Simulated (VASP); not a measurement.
# Mg (Im-3m) in VASP: further runs

The runs below take Mg through single point, with PBEsol.

Everything below comes from runs of VASP 6.6.1. Logs are shortened: lines on timing, memory, paths and dates and some standing lists are left out, and cuts for length are marked.

### Step 1. The cell of the first run

The structure is cubic, space group Im-3m (No. 229). Conventional cell: a = 3.602 Å, b = 3.602 Å, c = 3.602 Å, α = 90.00°, β = 90.00°, γ = 90.00°. Mg (site symmetry m-3m) has 14 Mg at 3.12 to 3.60 Å within 4.1 Å.

This isn't the form of Mg at room conditions, which is hcp.

### Step 2. Single point, PBEsol (23.37 Å³/atom)

File INCAR:

```
SYSTEM = Mg
  ALGO = Normal
  EDIFF = 1E-6
  ENCUT = 520
  GGA = PS
  ISIF = 2
  ISMEAR = -1
  LASPH = .True.
  LCHARG = .False.
  LREAL = .False.
  LWAVE = .False.
  NBANDS = 7
  NELM = 80
  PREC = Accurate
  SIGMA = 0.1
```

File KPOINTS:

```
k-points
0
Gamma
  14 14 14
  0 0 0
```

File POSCAR:

```
Mg
1.0
   -1.8011996617      1.8011996617      1.8011996617
    1.8011996617     -1.8011996617      1.8011996617
    1.8011996617      1.8011996617     -1.8011996617
Mg
1
Direct
    0.0000000000      0.0000000000      0.0000000000
```

Potentials or basis: VASP PAW PBE potentials, release 64 (Mg).

On the command line:

```sh
cat potpaw_PBE.64/Mg/POTCAR > POTCAR
mpirun -np 1 vasp_std > vasp.out
```

OUTCAR:

```text
SYSTEM = Mg
   EDIFF = 1E-6
   ENCUT = 520
   GGA = PS
   ISIF = 2
   ISMEAR = -1
   LASPH = .True.
   LREAL = .False.
   NELM = 80
   PREC = Accurate

 ion  position               nearest neighbor table
   1  0.000  0.000  0.000-

  LATTYP: Found a body centered cubic cell.
 ALAT       =     3.6023993234

  Lattice vectors:

 A1 = (  -1.8011996617,   1.8011996617,   1.8011996617)
 A2 = (   1.8011996617,  -1.8011996617,   1.8011996617)
 A3 = (   1.8011996617,   1.8011996617,  -1.8011996617)

Analysis of symmetry for initial positions (statically):
=====================================================================
 Subroutine PRICEL returns:
 Original cell was already a primitive cell.

 Routine SETGRP: Setting up the symmetry group for a
 body centered cubic supercell.

 Subroutine GETGRP returns: Found 48 space group operations
 (whereof 48 operations were pure point group operations)
 out of a pool of 48 trial point group operations.

The static configuration has the point symmetry O_h .

Analysis of symmetry for dynamics (positions and initial velocities):
=====================================================================
 Subroutine PRICEL returns:
 Original cell was already a primitive cell.

 Routine SETGRP: Setting up the symmetry group for a
 body centered cubic supercell.

 Subroutine GETGRP returns: Found 48 space group operations
 (whereof 48 operations were pure point group operations)
 out of a pool of 48 trial point group operations.

The dynamic configuration has the point symmetry O_h .

 Subroutine INISYM returns: Found 48 space group operations
 (whereof 48 operations are pure point group operations),
 and found     1 'primitive' translations

----------------------------------------------------------------------------------------

                                     Primitive cell

  volume of cell :      23.3747

  direct lattice vectors                    reciprocal lattice vectors
    -1.801199662  1.801199662  1.801199662     0.000000000  0.277592768  0.277592768
     1.801199662 -1.801199662  1.801199662     0.277592768  0.000000000  0.277592768
     1.801199662  1.801199662 -1.801199662     0.277592768  0.277592768  0.000000000

  length of vectors
     3.119769329  3.119769329  3.119769329     0.392575457  0.392575457  0.392575457

  position of ions in fractional coordinates (direct lattice)
     0.000000000  0.000000000  0.000000000

  ion indices of the primitive-cell ions
   primitive index   ion index
                 1           1

----------------------------------------------------------------------------------------

 KPOINTS: k-points

Automatic generation of k-mesh.
 Grid dimensions read from file:
 generate k-points for:   14   14   14

 Generating k-lattice:

  Cartesian coordinates                     Fractional coordinates (reciprocal lattice)
     0.000000000  0.019828055  0.019828055     0.071428571  0.000000000  0.000000000
     0.019828055  0.000000000  0.019828055     0.000000000  0.071428571  0.000000000
     0.019828055  0.019828055  0.000000000     0.000000000  0.000000000  0.071428571

  Length of vectors
     0.028041104  0.028041104  0.028041104

  Shift w.r.t. Gamma in fractional coordinates (k-lattice)
     0.000000000  0.000000000  0.000000000

 Subroutine IBZKPT returns following result:
 ===========================================

 Found    104 irreducible k-points:

 Following reciprocal coordinates:
            Coordinates               Weight
  0.000000  0.000000  0.000000      1.000000
  0.071429  0.000000  0.000000     12.000000
  0.142857  0.000000  0.000000     12.000000
  0.214286  0.000000  0.000000     12.000000
  0.285714  0.000000  0.000000     12.000000
  0.357143  0.000000  0.000000     12.000000
[... 16 lines left out ...]
  0.285714  0.285714  0.000000     24.000000
  0.357143  0.285714  0.000000     24.000000
 [... further k-points ...]
   k-points           NKPTS =    104   k-points in BZ     NKDIM =    104   number of bands    NBANDS=      7
   number of dos      NEDOS =    301   number of ions     NIONS =      1
   total plane-waves  NPLWV =  13824
   dimension x,y,z NGX =    24 NGY =   24 NGZ =   24
   dimension x,y,z NGXF=    48 NGYF=   48 NGZF=   48
   ions per type =               1
   NGX,Y,Z   is equivalent  to a cutoff of  12.79, 12.79, 12.79 a.u.
   NGXF,Y,Z  is equivalent  to a cutoff of  25.58, 25.58, 25.58 a.u.
 SYSTEM =  Mg
   PREC   = accura    normal or accurate (medium, high low for compatibility)
   ISTART =      0    job   : 0-new  1-cont  2-samecut
   ICHARG =      2    charge: 1-file 2-atom 10-const
   ISPIN  =      1    spin polarized calculation?
   LNONCOLLINEAR =      F non collinear calculations
   LSORBIT =      F    spin-orbit coupling
   LASPH  =      T    aspherical Exc in radial PAW
   ENCUT  =  520.0 eV  38.22 Ry    6.18 a.u.   5.80  5.80  5.80*2*pi/ulx,y,z
   NELM   =     80;   NELMIN=  2; NELMDL= -5     # of ELM steps
   EDIFF  = 0.1E-05   stopping-criterion for ELM
   LREAL  =      F    real-space projection
   EDIFFG = 0.1E-04   stopping-criterion for IOM
   NSW    =      0    number of steps for IOM
   IBRION =     -1    ionic relax: 0-MD 1-quasi-New 2-CG
   NFREE  =      0    steps in history (QN), initial steepest desc. (CG)
   ISIF   =      2    stress and relaxation
   ISYM   =      2    0-nonsym 1-usesym 2-fastsym
   POTIM  = 0.5000    time-step for ionic-motion
   TEBEG  =    0.0;   TEEND  =   0.0 temperature during run
   PSTRESS=    0.0 pullay stress
   NELECT =       2.0000    total number of electrons
   NUPDOWN=      -1.0000    fix difference up-down
   EMIN   =  10.00;   EMAX   =-10.00  energy-range for DOS
   EFERMI =   0.00;   METHOD = LEGACY
   ISMEAR =    -1;   SIGMA  =   0.10  broadening in eV -4-tet -1-fermi 0-gaus
   EFERMI_NEDOS =   21; number of points for ismear=-14 and -15
   IALGO  =     38    algorithm
   IMIX   =      4    mixing-type and parameters
     AMIX     =   0.40;   BMIX     =  1.00
     AMIX_MAG =   1.60;   BMIX_MAG =  1.00
  volume/ion in A,a.u.               =      23.37       157.74
  Fermi-wavevector in a.u.,A,eV,Ry     =   0.721389  1.363228  7.080504  0.520402
  Thomas-Fermi vector in A             =   1.811085
   LORBIT       =      0    0 simple, 1 ext, 2 COOP (PROOUT), +10 PAW based schemes
   GGA     = PS    functional components
   LHFCALC =     F    Hartree Fock is set to
   AEXX    =    0.0000 exact exchange contribution
   IVDW    =     0    specifies the selected vdW correction
   LEPSILON=     F    determine dielectric tensor
   LRPA    =     F    only Hartree local field effects (RPA)
 non-spin polarized calculation
  energy-cutoff  :      520.00
  volume of cell :       23.37
 maximum number of plane-waves:       643
   NGX = 11   NGY = 11   NGZ = 11

 number of electron       2.0000000 magnetization

 Free energy of the ion-electron system (eV)
  ---------------------------------------------------
  ext. energy  EPLUGINS =         0.00000000
  ---------------------------------------------------
  free energy    TOTEN  =        -1.69909412 eV

  energy without entropy =       -1.68559437  energy(sigma->0) =       -1.69234424

 E-fermi :   2.5450     XC(G=0):  -8.4803

 val. band max:        2.4983289258   @ k =  -0.4286   0.5000   0.0714
 cond. band min:       2.5963307608   @ k =   0.3571   0.2143   0.0714
 fundamental gap:      0.0980018350
 Fermi energy:         2.5450283367

 k-point     1 :       0.0000    0.0000    0.0000
  band No.  band energies     occupation
      1      -4.3488      2.00000
      2      15.3920      0.00000
      3      15.3920      0.00000
      4      15.3920      0.00000
      5      17.3747      0.00000
      6      17.3866      0.00000
      7      17.3967      0.00000

 k-point     2 :       0.0714    0.0000    0.0000
  band No.  band energies     occupation
      1      -4.2302      2.00000
      2      14.0215      0.00000
      3      14.8142      0.00000
      4      14.8153      0.00000
      5      16.2663      0.00000
      6      16.5704      0.00000
      7      17.6009      0.00000

 k-point     3 :       0.1429    0.0000    0.0000
  band No.  band energies     occupation
      1      -3.8751      2.00000
      2      11.6166      0.00000
      3      13.8000      0.00000
      4      13.9195      0.00000
      5      15.1630      0.00000
      6      15.9599      0.00000
      7      17.9900      0.00000

 k-point     4 :       0.2143    0.0000    0.0000
  band No.  band energies     occupation
      1      -3.2862      2.00000
      2       9.2212      0.00000
      3      12.8507      0.00000
      4      13.1286      0.00000
      5      14.2395      0.00000
      6      15.3264      0.00000
      7      18.6115      0.00000

 k-point     5 :       0.2857    0.0000    0.0000
  band No.  band energies     occupation
      1      -2.4678      2.00000
      2       6.9737      0.00000
      3      12.0805      0.00000
      4      12.5024      0.00000
      5      13.5177      0.00000
      6      14.7345      0.00000
      7      19.2855      0.00000
[... 161 lines left out ...]
 k-point    22 :       0.3571    0.2143    0.0000
  band No.  band energies     occupation
      1       1.2673      1.99999
      2       2.9262      0.04326
      3       6.0951      0.00000
      4      10.7448      0.00000
      5      15.3063      0.00000
      6      18.0848      0.00000
      7      19.0717      0.00000

 k-point    23 :       0.2857    0.2857    0.0000
  band No.  band energies     occupation
      1       1.1695      2.00000
      2       3.9891      0.00000
      3       4.8205      0.00000
      4      10.6431      0.00000
      5      16.2965      0.00000
      6      17.0601      0.00000
      7      19.4159      0.00000

 k-point    24 :       0.3571    0.2857    0.0000
  band No.  band energies     occupation
      1       2.3568      1.73577
      2       2.8570      0.08457
      3       4.4521      0.00000
      4      10.5396      0.00000
      5      16.4698      0.00000
      6      17.6989      0.00000
      7      18.4635      0.00000

 [... further k-points ...]

------------------------ aborting loop because EDIFF is reached ----------------------------------------

  FORCE on cell =-STRESS in cart. coord.  units (eV):
  Direction    XX          YY          ZZ          XY          YZ          ZX
  --------------------------------------------------------------------------------------
  -------------------------------------------------------------------------------------
  Total       -0.1972613     -0.1972613     -0.1972613      0.0000000     -0.0000000      0.0000000
  in kB      -13.5209439    -13.5209439    -13.5209439      0.0000000     -0.0000000      0.0000000
  external PRESSURE =     -13.5209439 kB  Pullay stress =       0.0000000 kB

 VOLUME and BASIS-vectors are now :
 -----------------------------------------------------------------------------
  energy-cutoff  :      520.00
  volume of cell :       23.37
      direct lattice vectors                 reciprocal lattice vectors
    -1.801199662  1.801199662  1.801199662     0.000000000  0.277592768  0.277592768
     1.801199662 -1.801199662  1.801199662     0.277592768  0.000000000  0.277592768
     1.801199662  1.801199662 -1.801199662     0.277592768  0.277592768  0.000000000

 POSITION                                       TOTAL-FORCE (eV/Angst)
 -----------------------------------------------------------------------------------
      0.00000      0.00000      0.00000        -0.000000      0.000000     -0.000000
 -----------------------------------------------------------------------------------
    total drift:                                0.000000     -0.000000      0.000000

  FREE ENERGIE OF THE ION-ELECTRON SYSTEM (eV)
  ---------------------------------------------------
  free  energy   TOTEN  =        -1.6990941245 eV

  energy  without entropy=       -1.6855943650  energy(sigma->0) =       -1.69234424
```

It took 14 s on 1 thread of Intel Xeon 8259CL, shared host; peak memory 0.14 GiB.

Results:

- Free energy: -1.6991 eV
- Pressure: -1.4 GPa
- Band gap on the k mesh: zero (bands 1 and 2 overlap by 4.71 eV)

Levels at points of the mesh, in eV from the Fermi level:
| k point | band 1 | band 2 | band 3 | band 4 |
| --- | --- | --- | --- | --- |
| (0.00, 0.00, 0.00) | -6.89 | 12.85 | 12.85 | 12.85 |
| (0.50, 0.00, 0.00) | -1.49 | -0.94 | 8.52 | 9.15 |
| (0.50, 0.50, 0.50) | 3.77 | 3.77 | 3.77 | 3.97 |

Caveat: the PAW data sets were made with another functional, which shifts forces and pressure a little.

(Continued in part 2 of 2.)
